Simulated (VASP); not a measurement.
# Co (Pm-3m) in VASP: further runs, part 2 of 2

VASP 6.6.1. Earlier steps stand in the parts before.

## (3) Single point, revPBE (volume scaled by 1.12)

File INCAR:

```
SYSTEM = Co
PREC = Accurate ; ENCUT = 520
EDIFF = 1E-6 ; ISMEAR = -1
SIGMA = 0.1 ; LREAL = .False.
LASPH = .True. ; NELM = 80
ALGO = Normal ; ISIF = 2
LWAVE = .False. ; LCHARG = .False.
GGA = RE ; NBANDS = 10
```

File KPOINTS:

```
Automatic mesh
0
Gamma
  15 15 15
  0 0 0
```

File POSCAR:

```
Co
1.0
    2.3884179695      0.0000000000      0.0000000000
    0.0000000000      2.3884179695      0.0000000000
    0.0000000000      0.0000000000      2.3884179695
Co
1
Direct
    0.0000000000      0.0000000000      0.0000000000
```

Potentials or basis: VASP PAW PBE potentials, release 64 (Co).

On the command line:

```bash
> cat potpaw_PBE.64/Co/POTCAR > POTCAR
> mpirun -np 1 vasp_std > vasp.out
```

OUTCAR:

```text
SYSTEM = Co
   PREC = Accurate
   ENCUT = 520
   EDIFF = 1E-6
   ISMEAR = -1
   LREAL = .False.
   LASPH = .True.
   NELM = 80
   ISIF = 2
   GGA = RE

 ion  position               nearest neighbor table
   1  0.000  0.000  0.000-

  LATTYP: Found a simple cubic cell.
 ALAT       =     2.3884179695

  Lattice vectors:

 A1 = (   2.3884179695,   0.0000000000,   0.0000000000)
 A2 = (   0.0000000000,   2.3884179695,   0.0000000000)
 A3 = (   0.0000000000,   0.0000000000,   2.3884179695)

Analysis of symmetry for initial positions (statically):
=====================================================================
 Subroutine PRICEL returns:
 Original cell was already a primitive cell.

 Routine SETGRP: Setting up the symmetry group for a
 simple cubic supercell.

 Subroutine GETGRP returns: Found 48 space group operations
 (whereof 48 operations were pure point group operations)
 out of a pool of 48 trial point group operations.

The static configuration has the point symmetry O_h .

Analysis of symmetry for dynamics (positions and initial velocities):
=====================================================================
[... 156 lines left out ...]
 E-fermi :   7.3092     XC(G=0): -11.9406

 val. band max:        7.3084288938   @ k =   0.2000   0.2000   0.0000
 cond. band min:       7.3121740164   @ k =   0.1333   0.1333   0.0667
 fundamental gap:      0.0037451226
 Fermi energy:         7.3092485753

 k-point     1 :       0.0000    0.0000    0.0000
  band No.  band energies     occupation
      1      -0.0740      2.00000
      2       4.3502      2.00000
      3       4.3502      2.00000
      4       7.6949      0.04139
      5       7.6949      0.04139
      6       7.6949      0.04139
      7      26.0180      0.00000
      8      26.0180      0.00000
      9      26.0180      0.00000
     10      29.6705      0.00000
[... 287 lines left out ...]
 k-point    24 :       0.3333    0.2000    0.0000
  band No.  band energies     occupation
      1       3.4149      2.00000
      2       4.9543      2.00000
      3       5.6923      2.00000
      4       6.9395      1.95165
      5       7.1196      1.73902
      6       7.4144      0.51779
      7      15.2970      0.00000
      8      22.3431      0.00000
      9      30.4069      0.00000
     10      31.2717      0.00000

 [... further k-points ...]
[... 5 lines left out ...]
  --------------------------------------------------------------------------------------
  -------------------------------------------------------------------------------------
  Total       -1.2601433     -1.2601433     -1.2601433     -0.0000000     -0.0000000     -0.0000000
  in kB     -148.1833880   -148.1833880   -148.1833880     -0.0000000     -0.0000000     -0.0000000
  external PRESSURE =    -148.1833880 kB  Pullay stress =       0.0000000 kB

 VOLUME and BASIS-vectors are now :
 -----------------------------------------------------------------------------
  energy-cutoff  :      520.00
  volume of cell :       13.62
      direct lattice vectors                 reciprocal lattice vectors
     2.388417969  0.000000000  0.000000000     0.418687187  0.000000000  0.000000000
     0.000000000  2.388417969  0.000000000     0.000000000  0.418687187  0.000000000
     0.000000000  0.000000000  2.388417969     0.000000000  0.000000000  0.418687187

 POSITION                                       TOTAL-FORCE (eV/Angst)
 -----------------------------------------------------------------------------------
      0.00000      0.00000      0.00000         0.000000      0.000000      0.000000
 -----------------------------------------------------------------------------------
    total drift:                               -0.000000      0.000000      0.000000

  FREE ENERGIE OF THE ION-ELECTRON SYSTEM (eV)
  ---------------------------------------------------
  free  energy   TOTEN  =        -5.5536083345 eV

  energy  without entropy=       -5.4399105841  energy(sigma->0) =       -5.49675946
```

Run time: 6.5 s. Hardware: 1 thread of Intel Xeon 6975P-C (Granite Rapids), shared host; peak memory 0.12 GiB.

What came out:

- Free energy: -5.5536 eV
- Pressure: -14.8 GPa

Caveat: the cell differs from its parent crystal (volume scaled by 1.12); the PAW data sets were made with another functional, which shifts forces and pressure a little; the run has no spin polarisation, though such a crystal can be magnetic.

## (4) Relaxation of cell and atoms, revPBE

This run uses another cell than the first one, of 11.96 Å³/atom, 0.910 times its volume.

File INCAR:

```
PREC     = Accurate       # precision mode
ENCUT    = 600            # plane-wave cutoff, eV
EDIFF    = 1E-6           # SCF threshold, eV
ISMEAR   = -1             # smearing method
SIGMA    = 0.1            # smearing width, eV
LREAL    = F              # projectors in reciprocal space
LASPH    = T              # aspherical terms in the spheres
NELM     = 80             # most SCF steps
ALGO     = Normal         # electronic algorithm
ISIF     = 3              # what is computed and relaxed
LWAVE    = F              # write WAVECAR
LCHARG   = F              # write CHGCAR
GGA      = RE             # functional
IBRION   = 2              # ionic algorithm
NSW      = 80             # ionic steps
EDIFFG   = -0.01          # ionic threshold
```

File KPOINTS:

```
Automatic mesh
0
Gamma
  14 14 14
```

File POSCAR:

```
Co
1.0
    2.2868488050      0.0000000000      0.0000000000
    0.0000000000      2.2868488050      0.0000000000
    0.0000000000      0.0000000000      2.2868488050
Co
1
Direct
    0.0000000000      0.0000000000      0.0000000000
```

On the command line:

```bash
> cat potpaw_PBE.64/Co/POTCAR > POTCAR
> mpirun -np 1 vasp_std > vasp.out
```

It took 11 s on 1 thread of Intel Xeon 6975P-C (Granite Rapids), shared host; peak memory 0.13 GiB.

It converged, with:

* Free energy: -5.6332 eV
* Relaxed volume: 12.11 Å³/atom
* Relaxed cell: a = 2.297 Å, b = 2.297 Å, c = 2.297 Å, α = 90.00°, β = 90.00°, γ = 90.00°
* Space group after relaxing (to 0.05 Å): Pm-3m (No. 221)
* Energy gained by relaxing: 1.0 meV/atom
* Ionic steps: 3
* Pressure after relaxing: 0.0 GPa

The path:
```csv
step,energy change (eV),largest force (eV/Å),pressure (GPa),volume (Å³)
1,0.0000,0.0000,2.19,11.96
2,-0.0003,0.0000,-1.77,12.24
3,-0.0010,0.0000,0.02,12.11
```

Final structure:
```xyz
1
Lattice="2.2965 0.0000 0.0000 0.0000 2.2965 0.0000 0.0000 0.0000 2.2965" Properties=species:S:1:pos:R:3 pbc="T T T"
Co    0.0000    0.0000    0.0000
```

Levels at points of the mesh, in eV from the Fermi level:
```
           k point  band 2  band 3  band 4  band 5  band 6  band 7
(0.00, 0.00, 0.00)   -3.49   -3.49    0.46    0.46    0.46   20.10
(0.50, 0.00, 0.00)   -2.97   -1.12   -0.82   -0.82    0.58    4.75
(0.50, 0.50, 0.00)   -2.53   -0.55   -0.55    1.34    5.53    5.53
(0.50, 0.50, 0.50)   -3.15   -3.15    1.41    1.41   12.69   12.69
```

Caveat: the PAW data sets were made with another functional, which shifts forces and pressure a little; the run has no spin polarisation, though such a crystal can be magnetic. Spin polarisation is off, so any magnetic state and its effect on volume and gap are missing.

## (5) Summary

```csv
task,cell,k mesh,cutoff (eV),gap on the mesh (eV),pressure (GPa)
single point,"a = 2.360 Å, 1 atom",15 × 15 × 15,520,none,-11.1
single point,"a = 2.388 Å, 1 atom",15 × 15 × 15,520,none,-14.8
relaxation of cell and atoms,"relaxed from a = 2.287 Å, 1 atom",14 × 14 × 14,600,none,0.0
```

Alike in all rows: level revPBE; potentials or basis VASP PAW PBE potentials, release 64 (Co); no spin polarisation; smearing fermi-dirac 0.1 eV.

Caveats: the PAW data sets were made with another functional, which shifts forces and pressure a little; the run has no spin polarisation, though such a crystal can be magnetic.

Total energies depend on the potentials used, so only differences within one code and one set of settings carry meaning.
